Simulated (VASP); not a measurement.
# Si in VASP: relaxation of cell and atoms with PBE+D3(BJ)

Aim: the relaxation of cell and atoms of Si with PBE+D3(BJ).

Program: VASP 6.6.1. These are calculated values, not measurements. Logs are shortened: lines on timing, memory, paths and dates and some standing lists are left out, and cuts for length are marked.

## Step 1: The cell of the first run

The cell holds a slab with vacuum, 4 atoms: a = 3.817 Å, b = 3.817 Å, c = 28.088 Å, α = 90.00°, β = 90.00°, γ = 120.00°.

## Step 2: Relaxation of cell and atoms, PBE+D3(BJ)

Input file INCAR:

```
SYSTEM = Si
PREC = Accurate ; ENCUT = 600
EDIFF = 1E-6 ; ISMEAR = 0
SIGMA = 0.1 ; LREAL = .False.
LASPH = .True. ; NELM = 100
ALGO = Normal ; ISIF = 3
LWAVE = .False. ; LCHARG = .False.
GGA = PE ; IVDW = 12
IBRION = 2 ; NSW = 80
EDIFFG = -0.01
```

Input file KPOINTS:

```
regular mesh
0
Gamma
  12 12 2
  0 0 0
```

Input file POSCAR:

```
Si
1.0
    3.8165551216      0.0000000000      0.0000000000
   -1.9082775608      3.3052336903      0.0000000000
    0.0000000000      0.0000000000     28.0879120994
Si
4
Direct
    0.0000000000      0.0000000000      0.5444004423
    0.0000000000      0.0000000000      0.4555995577
    0.3333333333      0.6666666667      0.4316522429
    0.6666666667      0.3333333333      0.5683477571
```

Potentials or basis: VASP PAW PBE potentials, release 64 (Si).

The run is started by

```bash
$ cat potpaw_PBE.64/Si/POTCAR > POTCAR
$ mpirun -np 1 vasp_std > vasp.out
```

OUTCAR:

```text
SYSTEM = Si
   PREC = Accurate
   ENCUT = 600
   EDIFF = 1E-6
   ISMEAR = 0
   LREAL = .False.
   LASPH = .True.
   NELM = 100
   ISIF = 3
   GGA = PE
   IVDW = 12
   IBRION = 2
   NSW = 80
   EDIFFG = -0.01
 IVDW          = 12

 ion  position               nearest neighbor table
   1  0.000  0.000  0.544-   4 2.30   4 2.30   4 2.30   2 2.49
   2  0.000  0.000  0.456-   3 2.30   3 2.30   3 2.30   1 2.49
   3  0.333  0.667  0.432-   2 2.30   2 2.30   2 2.30
   4  0.667  0.333  0.568-   1 2.30   1 2.30   1 2.30

  LATTYP: Found a hexagonal cell.
 ALAT       =     3.8165551216
 C/A-ratio  =     7.3594933663

  Lattice vectors:

 A1 = (   3.8165551216,   0.0000000000,   0.0000000000)
 A2 = (  -1.9082775608,   3.3052336903,   0.0000000000)
 A3 = (   0.0000000000,   0.0000000000,  28.0879120994)

Analysis of symmetry for initial positions (statically):
=====================================================================
 Subroutine PRICEL returns:
 Original cell was already a primitive cell.

 Routine SETGRP: Setting up the symmetry group for a
 hexagonal supercell.

 Subroutine GETGRP returns: Found 12 space group operations
 (whereof 12 operations were pure point group operations)
 out of a pool of 24 trial point group operations.

The static configuration has the point symmetry D_3d.

Analysis of symmetry for dynamics (positions and initial velocities):
=====================================================================
 Subroutine PRICEL returns:
 Original cell was already a primitive cell.

 Routine SETGRP: Setting up the symmetry group for a
 hexagonal supercell.

 Subroutine GETGRP returns: Found 12 space group operations
 (whereof 12 operations were pure point group operations)
 out of a pool of 24 trial point group operations.

The dynamic configuration has the point symmetry D_3d.

 Subroutine INISYM returns: Found 12 space group operations
 (whereof 12 operations are pure point group operations),
 and found     1 'primitive' translations

----------------------------------------------------------------------------------------

                                     Primitive cell

  volume of cell :     354.3180

  direct lattice vectors                    reciprocal lattice vectors
     3.816555122  0.000000000  0.000000000     0.262016391  0.151275234  0.000000000
    -1.908277561  3.305233690  0.000000000     0.000000000  0.302550468  0.000000000
     0.000000000  0.000000000 28.087912099     0.000000000  0.000000000  0.035602504

  length of vectors
     3.816555122  3.816555122 28.087912099     0.302550468  0.302550468  0.035602504

  position of ions in fractional coordinates (direct lattice)
     0.000000000  0.000000000  0.544400442
     0.000000000  0.000000000  0.455599558
     0.333333333  0.666666667  0.431652243
     0.666666667  0.333333333  0.568347757

  ion indices of the primitive-cell ions
   primitive index   ion index
                 1           1
                 2           2
                 3           3
                 4           4

----------------------------------------------------------------------------------------

 KPOINTS: regular mesh

Automatic generation of k-mesh.
 Grid dimensions read from file:
 generate k-points for:   12   12    2

 Generating k-lattice:

  Cartesian coordinates                     Fractional coordinates (reciprocal lattice)
     0.021834699  0.012606270  0.000000000     0.083333333  0.000000000  0.000000000
     0.000000000  0.025212539  0.000000000     0.000000000  0.083333333  0.000000000
     0.000000000  0.000000000  0.017801252     0.000000000  0.000000000  0.500000000

  Length of vectors
     0.025212539  0.025212539  0.017801252

  Shift w.r.t. Gamma in fractional coordinates (k-lattice)
     0.000000000  0.000000000  0.000000000

 Subroutine IBZKPT returns following result:
 ===========================================

 Found     38 irreducible k-points:

 Following reciprocal coordinates:
            Coordinates               Weight
  0.000000  0.000000  0.000000      1.000000
  0.083333  0.000000  0.000000      6.000000
  0.166667  0.000000  0.000000      6.000000
  0.250000 -0.000000  0.000000      6.000000
  0.333333  0.000000  0.000000      6.000000
  0.416667 -0.000000  0.000000      6.000000
[... 16 lines left out ...]
  0.250000 -0.000000  0.500000      6.000000
  0.333333  0.000000  0.500000      6.000000
 [... further k-points ...]
   k-points           NKPTS =     38   k-points in BZ     NKDIM =     38   number of bands    NBANDS=     12
   number of dos      NEDOS =    301   number of ions     NIONS =      4
   total plane-waves  NPLWV = 201600
   dimension x,y,z NGX =    30 NGY =   30 NGZ =  224
   dimension x,y,z NGXF=    60 NGYF=   60 NGZF=  448
   ions per type =               4
   NGX,Y,Z   is equivalent  to a cutoff of  13.07, 13.07, 13.26 a.u.
   NGXF,Y,Z  is equivalent  to a cutoff of  26.14, 26.14, 26.52 a.u.
 SYSTEM =  Si
   PREC   = accura    normal or accurate (medium, high low for compatibility)
   ISTART =      0    job   : 0-new  1-cont  2-samecut
   ICHARG =      2    charge: 1-file 2-atom 10-const
   ISPIN  =      1    spin polarized calculation?
   LNONCOLLINEAR =      F non collinear calculations
   LSORBIT =      F    spin-orbit coupling
   LASPH  =      T    aspherical Exc in radial PAW
   ENCUT  =  600.0 eV  44.10 Ry    6.64 a.u.   7.62  7.62 56.10*2*pi/ulx,y,z
   NELM   =    100;   NELMIN=  2; NELMDL= -5     # of ELM steps
   EDIFF  = 0.1E-05   stopping-criterion for ELM
   LREAL  =      F    real-space projection
   EDIFFG = -.1E-01   stopping-criterion for IOM
   NSW    =     80    number of steps for IOM
   IBRION =      2    ionic relax: 0-MD 1-quasi-New 2-CG
   NFREE  =      1    steps in history (QN), initial steepest desc. (CG)
   ISIF   =      3    stress and relaxation
   ISYM   =      2    0-nonsym 1-usesym 2-fastsym
   POTIM  = 0.5000    time-step for ionic-motion
   TEBEG  =    0.0;   TEEND  =   0.0 temperature during run
   PSTRESS=    0.0 pullay stress
   NELECT =      16.0000    total number of electrons
   NUPDOWN=      -1.0000    fix difference up-down
   EMIN   =  10.00;   EMAX   =-10.00  energy-range for DOS
   EFERMI =   0.00;   METHOD = LEGACY
   ISMEAR =     0;   SIGMA  =   0.10  broadening in eV -4-tet -1-fermi 0-gaus
   EFERMI_NEDOS =   21; number of points for ismear=-14 and -15
   IALGO  =     38    algorithm
   IMIX   =      4    mixing-type and parameters
     AMIX     =   0.40;   BMIX     =  1.00
     AMIX_MAG =   1.60;   BMIX_MAG =  1.00
  volume/ion in A,a.u.               =      88.58       597.76
  Fermi-wavevector in a.u.,A,eV,Ry     =   0.582976  1.101664  4.624085  0.339861
  Thomas-Fermi vector in A             =   1.628093
   LORBIT       =      0    0 simple, 1 ext, 2 COOP (PROOUT), +10 PAW based schemes
   GGA     = PE    functional components
   LHFCALC =     F    Hartree Fock is set to
   AEXX    =    0.0000 exact exchange contribution
   IVDW    =    12    specifies the selected vdW correction
   LEPSILON=     F    determine dielectric tensor
   LRPA    =     F    only Hartree local field effects (RPA)
 conjugate gradient relaxation of ions
 non-spin polarized calculation
 Gauss-broadening in eV      SIGMA  =   0.10
  energy-cutoff  :      600.00
  volume of cell :      354.32
 maximum number of plane-waves:     11903
   NGX = 15   NGY = 15   NGZ =113

--------------------------------------- Ionic step        1  -------------------------------------------

 number of electron      16.0000000 magnetization

 Free energy of the ion-electron system (eV)
  ---------------------------------------------------
  ext. energy  EPLUGINS =         0.00000000
  ---------------------------------------------------
  free energy    TOTEN  =       -19.64886839 eV

  energy without entropy =      -19.64412219  energy(sigma->0) =      -19.64649529

------------------------ aborting loop because EDIFF is reached ----------------------------------------

 Edisp (eV)   -1.02008

 E8    (eV) :    -0.4445

  FORCE on cell =-STRESS in cart. coord.  units (eV):
  Direction    XX          YY          ZZ          XY          YZ          ZX
  --------------------------------------------------------------------------------------
  -------------------------------------------------------------------------------------
  Total       0.39125     0.39125    -0.02432     0.00000     0.00000     0.00000
  in kB       1.76918     1.76918    -0.10995     0.00000     0.00000     0.00000
  external pressure =        1.14 kB  Pullay stress =        0.00 kB

 VOLUME and BASIS-vectors are now :
 -----------------------------------------------------------------------------
  energy-cutoff  :      600.00
  volume of cell :      354.32
      direct lattice vectors                 reciprocal lattice vectors
     3.816555122  0.000000000  0.000000000     0.262016391  0.151275234  0.000000000
    -1.908277561  3.305233690  0.000000000     0.000000000  0.302550468  0.000000000
     0.000000000  0.000000000 28.087912099     0.000000000  0.000000000  0.035602504
[... 169 lines left out ...]
 POSITION                                       TOTAL-FORCE (eV/Angst)
 -----------------------------------------------------------------------------------
     -1.91392      3.31501     15.27823        -0.000000     -0.000000      0.013739
     -0.00000     -0.00000     12.78445         0.000000      0.000000     -0.013739
     -0.00000      2.21001     12.11473        -0.000000     -0.000000      0.016418
      1.91392      1.10500     15.94795         0.000000      0.000000     -0.016418
 -----------------------------------------------------------------------------------
    total drift:                                0.000000      0.000000     -0.000000

  FREE ENERGIE OF THE ION-ELECTRON SYSTEM (eV)
  ---------------------------------------------------
  free  energy   TOTEN  =       -20.6701403062 eV

  energy  without entropy=      -20.6653889355  energy(sigma->0) =      -20.66776462

--------------------------------------- Ionic step        6  -------------------------------------------

 number of electron      16.0000001 magnetization

 Free energy of the ion-electron system (eV)
  ---------------------------------------------------
  ext. energy  EPLUGINS =         0.00000000
  ---------------------------------------------------
  free energy    TOTEN  =       -19.65485996 eV

  energy without entropy =      -19.65012141  energy(sigma->0) =      -19.65249069

 E-fermi :  -2.3828     XC(G=0):  -2.6680

 val. band max:       -2.5107500854   @ k =   0.3333   0.3333   0.5000
 cond. band min:      -2.3562389085   @ k =   0.2500   0.2500   0.5000
 fundamental gap:      0.1545111769
 Fermi energy:        -2.3827867128

 k-point     1 :       0.0000    0.0000    0.0000
  band No.  band energies     occupation
      1     -13.8614      2.00000
      2     -12.7546      2.00000
      3      -7.3938      2.00000
      4      -3.8662      2.00000
      5      -3.3861      2.00000
      6      -3.3861      2.00000
      7      -2.8653      2.00000
      8      -2.8653      2.00000
      9      -1.1179      0.00000
     10      -0.0017      0.00000
     11       0.3433      0.00000
     12       0.8596      0.00000

 k-point     2 :       0.0833    0.0000    0.0000
  band No.  band energies     occupation
      1     -13.7793      2.00000
      2     -12.6724      2.00000
      3      -7.3518      2.00000
      4      -4.0490      2.00000
      5      -3.8623      2.00000
      6      -3.5659      2.00000
      7      -3.4056      2.00000
      8      -2.9855      2.00000
      9      -0.9674      0.00000
     10       0.2729      0.00000
     11       0.5095      0.00000
     12       1.0580      0.00000
[... 316 lines left out ...]
 k-point    24 :       0.3333    0.0000    0.5000
  band No.  band energies     occupation
      1     -12.5996      2.00000
      2     -11.4988      2.00000
      3      -8.3597      2.00000
      4      -7.3644      2.00000
      5      -5.7276      2.00000
      6      -4.6694      2.00000
      7      -3.9394      2.00000
      8      -2.9325      2.00000
      9      -2.0219      0.00000
     10      -0.7559      0.00000
     11      -0.0970      0.00000
     12       1.2383      0.00000

 [... further k-points ...]

------------------------ aborting loop because EDIFF is reached ----------------------------------------

 Edisp (eV)   -1.01533

 E8    (eV) :    -0.4424

  FORCE on cell =-STRESS in cart. coord.  units (eV):
  Direction    XX          YY          ZZ          XY          YZ          ZX
  --------------------------------------------------------------------------------------
  -------------------------------------------------------------------------------------
  Total      -0.00284    -0.00284    -0.00265     0.00000     0.00000     0.00000
  in kB      -0.01280    -0.01280    -0.01193     0.00000     0.00000     0.00000
  external pressure =       -0.01 kB  Pullay stress =        0.00 kB

 VOLUME and BASIS-vectors are now :
 -----------------------------------------------------------------------------
  energy-cutoff  :      600.00
  volume of cell :      355.90
      direct lattice vectors                 reciprocal lattice vectors
     3.828780595 -0.000000000  0.000000000     0.261179761  0.150792205  0.000000000
    -1.914390297  3.315821260  0.000000000     0.000000000  0.301584410  0.000000000
    -0.000000000 -0.000000000 28.033694256    -0.000000000 -0.000000000  0.035671360

 POSITION                                       TOTAL-FORCE (eV/Angst)
 -----------------------------------------------------------------------------------
     -0.00000     -0.00000     15.26378        -0.000000     -0.000000      0.003416
      1.91439      3.31582     12.76992         0.000000      0.000000     -0.003416
     -0.00000      2.21055     12.10406         0.000000      0.000000     -0.001141
      1.91439      1.10527     15.92963        -0.000000     -0.000000      0.001141
 -----------------------------------------------------------------------------------
    total drift:                               -0.000000      0.000000      0.000000

  FREE ENERGIE OF THE ION-ELECTRON SYSTEM (eV)
  ---------------------------------------------------
  free  energy   TOTEN  =       -20.6701938920 eV

  energy  without entropy=      -20.6654553379  energy(sigma->0) =      -20.66782461

 reached required accuracy - stopping structural energy minimisation
```

Run time: 21 min. Hardware: 1 thread of Intel Xeon 8259CL, shared host; peak memory 0.6 GiB.

Results:

```yaml
Free_energy: -20.6702 eV
Relaxed_cell: a = 3.829 Å, b = 3.829 Å, c = 28.034 Å, α = 90.00°, β = 90.00°, γ = 120.00°
Space_group_after_relaxing_to_0.1_Å: P-3m1 (No. 164)
Energy_gained_by_relaxing: 0.3 meV/atom
Ionic_steps: 6
Largest_force_after_relaxing: 0.003 eV/Å
Band_gap_on_the_k_mesh: zero (bands 8 and 9 overlap by 0.15 eV)
Dispersion_energy_per_atom: -0.254 eV
```

Forces in eV/Å, atoms in the order of the input:
```
Si   0.000  0.000  0.003
Si   0.000  0.000 -0.003
Si   0.000  0.000 -0.001
Si   0.000  0.000  0.001
```

Step by step:
| step | energy change (eV) | largest force (eV/Å) | pressure (GPa) | volume (Å³) |
| --- | --- | --- | --- | --- |
| 1 | 0.0000 | 0.0041 | 0.11 | 354.32 |
| 2 | -0.0005 | 0.0457 | -0.10 | 357.56 |
| 3 | -0.0011 | 0.0285 | -0.01 | 356.20 |
| 4 | -0.0011 | 0.0291 | -0.01 | 356.23 |
| 5 | -0.0012 | 0.0164 | -0.01 | 356.10 |
| 6 | -0.0012 | 0.0034 | 0.00 | 355.90 |

Final structure:
```yaml
crystal:
  lattice:
    - [3.82878, 0.00000, 0.00000]
    - [-1.91439, 3.31582, 0.00000]
    - [0.00000, 0.00000, 28.03369]
  atoms:
    - { symbol: Si, position: [0.00000, 0.00000, 0.54448] }
    - { symbol: Si, position: [0.00000, 0.00000, 0.45552] }
    - { symbol: Si, position: [0.33333, 0.66667, 0.43177] }
    - { symbol: Si, position: [0.66667, 0.33333, 0.56823] }
```

Caveat: there is no dipole correction, which matters where the two faces differ.

The gap in the log of VASP goes by the Fermi energy; the results here count the filled bands.